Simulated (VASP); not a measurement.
Here is a VASP 6.6.1 calculation.

The input INCAR:

```
PREC = Accurate ; ENCUT = 520
EDIFF = 1E-6 ; ISMEAR = 0
SIGMA = 0.1 ; LREAL = F
LASPH = T ; NELM = 100
ALGO = Normal ; ISIF = 2
LWAVE = F ; LCHARG = F
GGA = PE ; NBANDS = 12
```

Contents of KPOINTS:

```
Automatic mesh
0
Gamma
  6 6 6
```

POSCAR

```
CaH
1.0
    1.8682500000      1.0786346400      3.0781093200
   -1.8682500000      1.0786346400      3.0781093200
    0.0000000000     -2.1572692800      3.0781093200
Ca H
1 1
Direct
    0.5000000000      0.5000000000      0.5000000000
    0.0000000000      0.0000000000      0.0000000000
```

Potentials or basis: VASP PAW PBE potentials, release 64 (Ca_sv, H).

Command:

```console
$ cat potpaw_PBE.64/Ca_sv/POTCAR potpaw_PBE.64/H/POTCAR > POTCAR
$ mpirun -np 1 vasp_std > vasp.out
```

Question: Predict the pressure.

Answer: -2.6 GPa.

Stress tensor (GPa, compression positive):
```
-2.44  0.00  0.00
 0.00 -2.44  0.00
 0.00  0.00 -2.92
```
